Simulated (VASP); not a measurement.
# Si (P-43m) in VASP: single point with PBE

Aim: the single point of Si with PBE.

All numbers are computed with VASP 6.6.1; they aren't measurements. Logs are shortened: lines on timing, memory, paths and dates and some standing lists are left out, and cuts for length are marked.

## Step 1: The cell of the first run

It takes space group P-43m (No. 215, cubic). Conventional cell: a = 5.431 Å, b = 5.431 Å, c = 5.431 Å, α = 90.00°, β = 90.00°, γ = 90.00°. Si (site symmetry -42m) has 4 Si at 2.35 Å within 3.1 Å. Within 3.1 Å of Si (site symmetry 3m) lie 3 Si at 2.35 Å.

## Step 2: Single point, PBE, collinear spin

File INCAR:

```
PREC = Accurate ; ENCUT = 500
EDIFF = 1E-6 ; ISMEAR = -1
SIGMA = 0.01 ; LREAL = F
LASPH = T ; NELM = 200
ALGO = Normal ; ISIF = 2
LWAVE = F ; LCHARG = F
ISPIN = 2 ; MAGMOM = 0 0 0 0.5 0.5 0.5 0.5
LORBIT = 11 ; GGA = PE
NBANDS = 27 ; GGA_COMPAT = F
```

File KPOINTS:

```
Automatic mesh
0
Gamma
  1 1 1
```

File POSCAR:

```
Si
1.0
    5.4310000000      0.0000000000      0.0000000000
    0.0000000000      5.4310000000      0.0000000000
    0.0000000000      0.0000000000      5.4310000000
Si
7
Direct
    0.0000000000      0.5000000000      0.5000000000
    0.5000000000      0.0000000000      0.5000000000
    0.5000000000      0.5000000000      0.0000000000
    0.2500000000      0.2500000000      0.2500000000
    0.2500000000      0.7500000000      0.7500000000
    0.7500000000      0.2500000000      0.7500000000
    0.7500000000      0.7500000000      0.2500000000
```

Potentials or basis: VASP PAW PBE potentials, release 64 (Si).

Started as:

```bash
$ cat potpaw_PBE.64/Si/POTCAR > POTCAR
$ mpirun -np 1 vasp_gam > vasp.out
```

OUTCAR:

```text
PREC = Accurate
   ENCUT = 500
   EDIFF = 1E-6
   ISMEAR = -1
   LREAL = F
   LASPH = T
   NELM = 200
   ISIF = 2
   ISPIN = 2
   LORBIT = 11
   GGA = PE

 ion  position               nearest neighbor table
   1  0.000  0.500  0.500-   4 2.35   5 2.35   6 2.35   7 2.35
   2  0.500  0.000  0.500-   4 2.35   5 2.35   6 2.35   7 2.35
   3  0.500  0.500  0.000-   4 2.35   5 2.35   6 2.35   7 2.35
   4  0.250  0.250  0.250-   1 2.35   2 2.35   3 2.35
   5  0.250  0.750  0.750-   1 2.35   2 2.35   3 2.35
   6  0.750  0.250  0.750-   1 2.35   2 2.35   3 2.35
   7  0.750  0.750  0.250-   1 2.35   2 2.35   3 2.35

  LATTYP: Found a simple cubic cell.
 ALAT       =     5.4310000000

  Lattice vectors:

 A1 = (   5.4310000000,   0.0000000000,   0.0000000000)
 A2 = (   0.0000000000,   5.4310000000,   0.0000000000)
 A3 = (   0.0000000000,   0.0000000000,   5.4310000000)

Analysis of symmetry for initial positions (statically):
=====================================================================
 Subroutine PRICEL returns:
 Original cell was already a primitive cell.

 Routine SETGRP: Setting up the symmetry group for a
 simple cubic supercell.

 Subroutine GETGRP returns: Found 24 space group operations
 (whereof 24 operations were pure point group operations)
 out of a pool of 48 trial point group operations.

The static configuration has the point symmetry T_d .

Analysis of symmetry for dynamics (positions and initial velocities):
=====================================================================
 Subroutine PRICEL returns:
 Original cell was already a primitive cell.

 Routine SETGRP: Setting up the symmetry group for a
 simple cubic supercell.

 Subroutine GETGRP returns: Found 24 space group operations
 (whereof 24 operations were pure point group operations)
 out of a pool of 48 trial point group operations.

The dynamic configuration has the point symmetry T_d .

Analysis of structural, dynamic, and magnetic symmetry:
=====================================================================
 Subroutine PRICEL returns:
 Original cell was already a primitive cell.

 Routine SETGRP: Setting up the symmetry group for a
 simple cubic supercell.

 Subroutine GETGRP returns: Found 24 space group operations
 (whereof 24 operations were pure point group operations)
 out of a pool of 48 trial point group operations.

The overall configuration has the point symmetry T_d .

 Subroutine INISYM returns: Found 24 space group operations
[... 122 lines left out ...]

 Free energy of the ion-electron system (eV)
  ---------------------------------------------------
  ext. energy  EPLUGINS =         0.00000000
  ---------------------------------------------------
  free energy    TOTEN  =       -29.30030305 eV

  energy without entropy =      -29.28120763  energy(sigma->0) =      -29.29075534

 E-fermi :   5.4753     XC(G=0):  -8.8787

 val. band max:        5.4683225450   @ k =   0.0000   0.0000   0.0000
 cond. band min:       5.8180762123   @ k =   0.0000   0.0000   0.0000
 fundamental gap:      0.3497536673
 Fermi energy:         5.4752540167

 spin component 1

 k-point     1 :       0.0000    0.0000    0.0000
  band No.  band energies     occupation
      1      -6.9501      1.00000
      2      -3.2328      1.00000
      3      -3.2328      1.00000
      4      -2.9317      1.00000
      5      -2.9317      1.00000
      6      -2.9317      1.00000
[... 18 lines left out ...]
     25       8.6456      0.00000
     26      10.3614      0.00000
 Fermi energy:         5.4752540167

 spin component 2

 k-point     1 :       0.0000    0.0000    0.0000
  band No.  band energies     occupation
      1      -6.6962      1.00000
      2      -2.9383      1.00000
      3      -2.9383      1.00000
      4      -2.7530      1.00000
      5      -2.7530      1.00000
      6      -2.7530      1.00000
[... 18 lines left out ...]
     25       8.9910      0.00000
     26      10.6084      0.00000
 [bands above 26 left out]

------------------------ aborting loop because EDIFF is reached ----------------------------------------

  FORCE on cell =-STRESS in cart. coord.  units (eV):
  Direction    XX          YY          ZZ          XY          YZ          ZX
  --------------------------------------------------------------------------------------
  -------------------------------------------------------------------------------------
  Total        1.4809509      1.4809509      1.4809509     -0.0000000      0.0000000     -0.0000000
  in kB       14.8119363     14.8119363     14.8119363     -0.0000000      0.0000000     -0.0000000
  external PRESSURE =      14.8119363 kB  Pullay stress =       0.0000000 kB

 VOLUME and BASIS-vectors are now :
 -----------------------------------------------------------------------------
  energy-cutoff  :      500.00
  volume of cell :      160.19
      direct lattice vectors                 reciprocal lattice vectors
     5.431000000  0.000000000  0.000000000     0.184128153  0.000000000  0.000000000
     0.000000000  5.431000000  0.000000000     0.000000000  0.184128153  0.000000000
     0.000000000  0.000000000  5.431000000     0.000000000  0.000000000  0.184128153

 POSITION                                       TOTAL-FORCE (eV/Angst)
 -----------------------------------------------------------------------------------
      0.00000      2.71550      2.71550         0.000000      0.000000      0.000000
      2.71550      0.00000      2.71550         0.000000      0.000000      0.000000
      2.71550      2.71550      0.00000         0.000000      0.000000      0.000000
      1.35775      1.35775      1.35775         0.621042      0.621042      0.621042
      1.35775      4.07325      4.07325         0.621042     -0.621042     -0.621042
      4.07325      1.35775      4.07325        -0.621042      0.621042     -0.621042
      4.07325      4.07325      1.35775        -0.621042     -0.621042      0.621042
 -----------------------------------------------------------------------------------
    total drift:                               -0.000000     -0.000000     -0.000000

  FREE ENERGIE OF THE ION-ELECTRON SYSTEM (eV)
  ---------------------------------------------------
  free  energy   TOTEN  =       -29.3003030505 eV

  energy  without entropy=      -29.2812076255  energy(sigma->0) =      -29.29075534

 total charge

# of ion       s       p       d       tot
------------------------------------------
    1        0.695   0.989   0.000   1.684
    2        0.695   0.989   0.000   1.684
    3        0.695   0.989   0.000   1.684
    4        0.806   0.811   0.000   1.617
    5        0.806   0.811   0.000   1.617
    6        0.806   0.811   0.000   1.617
    7        0.806   0.811   0.000   1.617
--------------------------------------------------
tot          5.308   6.212   0.000  11.520

 magnetization (x)

# of ion       s       p       d       tot
------------------------------------------
    1        0.004   0.086   0.000   0.090
    2        0.004   0.086   0.000   0.090
    3        0.004   0.086   0.000   0.090
    4        0.047   0.007   0.000   0.055
    5        0.047   0.007   0.000   0.055
    6        0.047   0.007   0.000   0.055
    7        0.047   0.007   0.000   0.055
--------------------------------------------------
tot          0.200   0.287   0.000   0.487
```

OSZICAR:

```text
N       E                     dE             d eps       ncg     rms          rms(c)
DAV:   1     0.124569274944E+03    0.12457E+03   -0.11396E+04   108   0.851E+02
DAV:   2    -0.184898539240E+02   -0.14306E+03   -0.11229E+03   141   0.138E+02
DAV:   3    -0.299260452830E+02   -0.11436E+02   -0.10873E+02   128   0.386E+01
DAV:   4    -0.301892955314E+02   -0.26325E+00   -0.26157E+00   120   0.661E+00
DAV:   5    -0.301930306222E+02   -0.37351E-02   -0.37345E-02   125   0.899E-01    0.894E+00
DAV:   6    -0.293768427220E+02    0.81619E+00   -0.13894E+00   111   0.490E+00    0.508E+00
DAV:   7    -0.293042839268E+02    0.72559E-01   -0.62310E-01   117   0.274E+00    0.227E+00
DAV:   8    -0.292951881412E+02    0.90958E-02   -0.95216E-02   117   0.145E+00    0.131E+00
DAV:   9    -0.292990917526E+02   -0.39036E-02   -0.20259E-02   108   0.614E-01    0.336E-01
DAV:  10    -0.292989639402E+02    0.12781E-03   -0.47423E-03   117   0.314E-01    0.139E-01
DAV:  11    -0.292999126005E+02   -0.94866E-03   -0.25472E-03   111   0.190E-01    0.842E-02
DAV:  12    -0.293002196962E+02   -0.30710E-03   -0.38680E-04   120   0.874E-02    0.446E-02
DAV:  13    -0.293002843413E+02   -0.64645E-04   -0.73419E-05   111   0.374E-02    0.242E-02
DAV:  14    -0.293003010290E+02   -0.16688E-04   -0.26054E-05   117   0.229E-02    0.653E-03
DAV:  15    -0.293003026740E+02   -0.16450E-05   -0.44553E-06   103   0.853E-03    0.409E-03
DAV:  16    -0.293003030505E+02   -0.37653E-06   -0.42930E-07    78   0.291E-03
   1 F= -.29300303E+02 E0= -.29290755E+02  d E =-.190954E-01  mag=     2.0000
```

Wall time 15 s (1 thread of Intel Xeon 6975P-C (Granite Rapids), shared host); peak memory 0.25 GiB.

Results:

```
Free energy                                           : -29.3003 eV
Pressure                                              : 1.5 GPa
Band gap on the k mesh                                : zero (filled and empty bands touch)
Net moment                                            : 2.00 μB per cell
Site moments                                          : Si +0.09, +0.06 μB
Valence electrons inside the program's atomic spheres : Si 1.68, 1.62
```

Caveat: the k points lie up to 1.16 Å⁻¹ apart.
